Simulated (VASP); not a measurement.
# La (P6_3/mmc) in VASP: a series of runs

The runs below take La through single point, with PBE.

Program: VASP 6.6.1. These are calculated values, not measurements. Logs are shortened: lines on timing, memory, paths and dates and some standing lists are left out, and cuts for length are marked.

## Step 1: The cell of the first run

The structure is hexagonal, space group P6_3/mmc (No. 194). Conventional cell: a = 3.105 Å, b = 3.105 Å, c = 5.236 Å, α = 90.00°, β = 90.00°, γ = 120.00°. Within 4.1 Å of La (site symmetry -6m2) lie 12 La at 3.10 to 3.17 Å.

## Step 2: Single point, PBE

Contents of INCAR:

```
ALGO = Normal ; EDIFF = 1E-6
ENCUT = 520 ; GGA = PE
ISIF = 2 ; ISMEAR = -1
LASPH = True ; LCHARG = True
LELF = True ; LREAL = False
LVHAR = True ; LWAVE = False
NBANDS = 18 ; NELM = 100
PREC = Accurate ; SIGMA = 0.08
```

Contents of KPOINTS:

```
k-points
0
Gamma
  13 13 7
```

Contents of POSCAR:

```
La
1.0
    3.1048017660      0.0000000000      0.0000000000
   -1.5524008830      2.6888372031      0.0000000000
    0.0000000000      0.0000000000      5.2360019098
La
2
Direct
    0.3333333333      0.6666666667      0.2500000000
    0.6666666667      0.3333333333      0.7500000000
```

Potentials or basis: VASP PAW PBE potentials, release 64 (La).

Run with:

```sh
$ cat potpaw_PBE.64/La/POTCAR > POTCAR
$ mpirun -np 1 vasp_std > vasp.out
```

OUTCAR:

```text
EDIFF = 1E-6
   ENCUT = 520
   GGA = PE
   ISIF = 2
   ISMEAR = -1
   LASPH = True
   LREAL = False
   NELM = 100
   PREC = Accurate

 ion  position               nearest neighbor table
   1  0.333  0.667  0.250-   2 3.17   2 3.17   2 3.17   2 3.17   2 3.17   2 3.17
   2  0.667  0.333  0.750-   1 3.17   1 3.17   1 3.17   1 3.17   1 3.17   1 3.17

  LATTYP: Found a hexagonal cell.
 ALAT       =     3.1048017660
 C/A-ratio  =     1.6864206814

  Lattice vectors:

 A1 = (   3.1048017660,   0.0000000000,   0.0000000000)
 A2 = (  -1.5524008830,   2.6888372031,   0.0000000000)
 A3 = (   0.0000000000,   0.0000000000,   5.2360019098)

Analysis of symmetry for initial positions (statically):
=====================================================================
 Subroutine PRICEL returns:
 Original cell was already a primitive cell.

 Routine SETGRP: Setting up the symmetry group for a
 hexagonal supercell.

 Subroutine GETGRP returns: Found 24 space group operations
 (whereof 12 operations were pure point group operations)
 out of a pool of 24 trial point group operations.

The static configuration has the point symmetry D_3d.
 The point group associated with its full space group is D_6h.

Analysis of symmetry for dynamics (positions and initial velocities):
=====================================================================
 Subroutine PRICEL returns:
 Original cell was already a primitive cell.

 Routine SETGRP: Setting up the symmetry group for a
 hexagonal supercell.

 Subroutine GETGRP returns: Found 24 space group operations
 (whereof 12 operations were pure point group operations)
 out of a pool of 24 trial point group operations.

The dynamic configuration has the point symmetry D_3d.
 The point group associated with its full space group is D_6h.

 Subroutine INISYM returns: Found 24 space group operations
 (whereof 12 operations are pure point group operations),
 and found     1 'primitive' translations

----------------------------------------------------------------------------------------

                                     Primitive cell

  volume of cell :      43.7117

  direct lattice vectors                    reciprocal lattice vectors
     3.104801766  0.000000000  0.000000000     0.322081754  0.185953988  0.000000000
    -1.552400883  2.688837203  0.000000000     0.000000000  0.371907975  0.000000000
     0.000000000  0.000000000  5.236001910     0.000000000  0.000000000  0.190985415

  length of vectors
     3.104801766  3.104801766  5.236001910     0.371907975  0.371907975  0.190985415

  position of ions in fractional coordinates (direct lattice)
     0.333333333  0.666666667  0.250000000
     0.666666667  0.333333333  0.750000000

  ion indices of the primitive-cell ions
   primitive index   ion index
                 1           1
                 2           2

----------------------------------------------------------------------------------------

 KPOINTS: k-points

Automatic generation of k-mesh.
 Grid dimensions read from file:
 generate k-points for:   13   13    7

 Generating k-lattice:

  Cartesian coordinates                     Fractional coordinates (reciprocal lattice)
     0.024775520  0.014304153  0.000000000     0.076923077 -0.000000000  0.000000000
     0.000000000  0.028608306  0.000000000     0.000000000  0.076923077  0.000000000
     0.000000000  0.000000000  0.027283631     0.000000000  0.000000000  0.142857143

  Length of vectors
     0.028608306  0.028608306  0.027283631

  Shift w.r.t. Gamma in fractional coordinates (k-lattice)
     0.000000000  0.000000000  0.000000000

 Subroutine IBZKPT returns following result:
 ===========================================

 Found     84 irreducible k-points:

 Following reciprocal coordinates:
            Coordinates               Weight
  0.000000  0.000000  0.000000      1.000000
  0.076923  0.000000  0.000000      6.000000
  0.153846 -0.000000  0.000000      6.000000
  0.230769  0.000000  0.000000      6.000000
  0.307692 -0.000000  0.000000      6.000000
  0.384615 -0.000000  0.000000      6.000000
[... 16 lines left out ...]
  0.076923  0.000000  0.142857     12.000000
  0.153846 -0.000000  0.142857     12.000000
 [... further k-points ...]
   k-points           NKPTS =     84   k-points in BZ     NKDIM =     84   number of bands    NBANDS=     18
   number of dos      NEDOS =    301   number of ions     NIONS =      2
   total plane-waves  NPLWV =  23040
   dimension x,y,z NGX =    24 NGY =   24 NGZ =   40
   dimension x,y,z NGXF=    48 NGYF=   48 NGZF=   80
   ions per type =               2
   NGX,Y,Z   is equivalent  to a cutoff of  12.85, 12.85, 12.70 a.u.
   NGXF,Y,Z  is equivalent  to a cutoff of  25.70, 25.70, 25.40 a.u.
 SYSTEM =  unknown system
   PREC   = accura    normal or accurate (medium, high low for compatibility)
   ISTART =      0    job   : 0-new  1-cont  2-samecut
   ICHARG =      2    charge: 1-file 2-atom 10-const
   ISPIN  =      1    spin polarized calculation?
   LNONCOLLINEAR =      F non collinear calculations
   LSORBIT =      F    spin-orbit coupling
   LASPH  =      T    aspherical Exc in radial PAW
   ENCUT  =  520.0 eV  38.22 Ry    6.18 a.u.   5.77  5.77  9.74*2*pi/ulx,y,z
   NELM   =    100;   NELMIN=  2; NELMDL= -5     # of ELM steps
   EDIFF  = 0.1E-05   stopping-criterion for ELM
   LREAL  =      F    real-space projection
   EDIFFG = 0.1E-04   stopping-criterion for IOM
   NSW    =      0    number of steps for IOM
   IBRION =     -1    ionic relax: 0-MD 1-quasi-New 2-CG
   NFREE  =      0    steps in history (QN), initial steepest desc. (CG)
   ISIF   =      2    stress and relaxation
   ISYM   =      2    0-nonsym 1-usesym 2-fastsym
   POTIM  = 0.5000    time-step for ionic-motion
   TEBEG  =    0.0;   TEEND  =   0.0 temperature during run
   PSTRESS=    0.0 pullay stress
   NELECT =      22.0000    total number of electrons
   NUPDOWN=      -1.0000    fix difference up-down
   EMIN   =  10.00;   EMAX   =-10.00  energy-range for DOS
   EFERMI =   0.00;   METHOD = LEGACY
   ISMEAR =    -1;   SIGMA  =   0.08  broadening in eV -4-tet -1-fermi 0-gaus
   EFERMI_NEDOS =   21; number of points for ismear=-14 and -15
   IALGO  =     38    algorithm
   IMIX   =      4    mixing-type and parameters
     AMIX     =   0.40;   BMIX     =  1.00
     AMIX_MAG =   1.60;   BMIX_MAG =  1.00
  volume/ion in A,a.u.               =      21.86       147.49
  Fermi-wavevector in a.u.,A,eV,Ry     =   1.302216  2.460831 23.072301  1.695766
  Thomas-Fermi vector in A             =   2.433299
   LORBIT       =      0    0 simple, 1 ext, 2 COOP (PROOUT), +10 PAW based schemes
   GGA     = PE    functional components
   LHFCALC =     F    Hartree Fock is set to
   AEXX    =    0.0000 exact exchange contribution
   IVDW    =     0    specifies the selected vdW correction
   LEPSILON=     F    determine dielectric tensor
   LRPA    =     F    only Hartree local field effects (RPA)
 non-spin polarized calculation
  energy-cutoff  :      520.00
  volume of cell :       43.71
 maximum number of plane-waves:      1194
 NGX is ok and might be reduce to    24
   NGX = 11   NGY = 11   NGZ = 19

 number of electron      22.0000000 magnetization

 Free energy of the ion-electron system (eV)
  ---------------------------------------------------
  ext. energy  EPLUGINS =         0.00000000
  ---------------------------------------------------
  free energy    TOTEN  =        -7.81706439 eV

  energy without entropy =       -7.76736018  energy(sigma->0) =       -7.79221228

 E-fermi :  14.3578     XC(G=0): -11.9489

 val. band max:       14.3559921061   @ k =   0.1538   0.1538   0.1429
 cond. band min:      14.3581317868   @ k =   0.1538  -0.0000   0.0000
 fundamental gap:      0.0021396807
 Fermi energy:        14.3577853521

 k-point     1 :       0.0000    0.0000    0.0000
  band No.  band energies     occupation
      1     -18.8302      2.00000
      2     -17.6896      2.00000
      3      -4.5713      2.00000
      4       0.1324      2.00000
      5       0.1324      2.00000
      6       0.4550      2.00000
[... 10 lines left out ...]
     17      16.7126      0.00000
     18      16.8323      0.00000

 k-point     2 :       0.0769    0.0000    0.0000
  band No.  band energies     occupation
      1     -18.7727      2.00000
      2     -17.6522      2.00000
      3      -4.4918      2.00000
      4      -0.2068      2.00000
      5       0.0330      2.00000
      6       0.4145      2.00000
[... 10 lines left out ...]
     17      16.7496      0.00000
     18      16.8648      0.00000

 k-point     3 :       0.1538   -0.0000    0.0000
  band No.  band energies     occupation
      1     -18.6068      2.00000
      2     -17.5484      2.00000
      3      -4.2584      2.00000
      4      -1.0617      2.00000
      5      -0.3729      2.00000
      6      -0.2176      2.00000
[... 10 lines left out ...]
     17      16.5375      0.00000
     18      17.0612      0.00000

 k-point     4 :       0.2308    0.0000    0.0000
  band No.  band energies     occupation
      1     -18.3532      2.00000
      2     -17.4034      2.00000
      3      -3.8873      2.00000
      4      -2.1186      2.00000
      5      -1.3686      2.00000
      6      -0.5303      2.00000
[... 375 lines left out ...]
      4       0.1268      2.00000
      5       0.1602      2.00000
      6       0.1602      2.00000
[... 10 lines left out ...]
     17      16.5767      0.00000
     18      16.9672      0.00000

 k-point    23 :       0.0769    0.0000    0.1429
  band No.  band energies     occupation
      1     -18.7249      2.00000
      2     -17.7173      2.00000
      3      -4.2893      2.00000
      4      -0.1752      2.00000
      5       0.0334      2.00000
      6       0.0634      2.00000
[... 10 lines left out ...]
     17      16.6668      0.00000
     18      16.8846      0.00000

 k-point    24 :       0.1538   -0.0000    0.1429
  band No.  band energies     occupation
      1     -18.5611      2.00000
      2     -17.6092      2.00000
      3      -4.0774      2.00000
      4      -1.0152      2.00000
      5      -0.5509      2.00000
      6      -0.1816      2.00000
[... 10 lines left out ...]
     17      16.6638      0.00000
     18      17.0182      0.00000

 [... further k-points ...]

------------------------ aborting loop because EDIFF is reached ----------------------------------------

  FORCE on cell =-STRESS in cart. coord.  units (eV):
  Direction    XX          YY          ZZ          XY          YZ          ZX
  --------------------------------------------------------------------------------------
  -------------------------------------------------------------------------------------
  Total        7.9443851      7.9443851      7.9062190      0.0000000      0.0000000      0.0000000
  in kB      291.1874758    291.1874758    289.7885635      0.0000000      0.0000000      0.0000000
  external PRESSURE =     290.7211717 kB  Pullay stress =       0.0000000 kB

 VOLUME and BASIS-vectors are now :
 -----------------------------------------------------------------------------
  energy-cutoff  :      520.00
  volume of cell :       43.71
      direct lattice vectors                 reciprocal lattice vectors
     3.104801766  0.000000000  0.000000000     0.322081754  0.185953988  0.000000000
    -1.552400883  2.688837203  0.000000000     0.000000000  0.371907975  0.000000000
     0.000000000  0.000000000  5.236001910     0.000000000  0.000000000  0.190985415

 POSITION                                       TOTAL-FORCE (eV/Angst)
 -----------------------------------------------------------------------------------
     -0.00000      1.79256      1.30900         0.000000     -0.000000      0.000000
      1.55240      0.89628      3.92700        -0.000000      0.000000      0.000000
 -----------------------------------------------------------------------------------
    total drift:                               -0.000000      0.000000     -0.000000

  FREE ENERGIE OF THE ION-ELECTRON SYSTEM (eV)
  ---------------------------------------------------
  free  energy   TOTEN  =        -7.8170643912 eV

  energy  without entropy=       -7.7673601772  energy(sigma->0) =       -7.79221228
```

Wall time 2.3 min (1 thread of Intel Xeon 8259CL, shared host); peak memory 0.21 GiB.

Results:

```yaml
Free_energy: -7.8171 eV
Pressure: 29.1 GPa
Band_gap_on_the_k_mesh: zero (bands 11 and 12 overlap by 2.45 eV)
```

Levels at points of the mesh, in eV from the Fermi level:
```tsv
k point	band 9	band 10	band 11	band 12	band 13	band 14
(0.00, 0.00, 0.00)	-2.08	-1.36	0.59	1.58	1.58	1.72
```

Caveat: the cell stands under pressure; spin-orbit coupling is left out, which moves the levels of the heavy elements.

(Part 1 of 2 ends here.)

The gap in the log of VASP goes by the Fermi energy; the results here count the filled bands.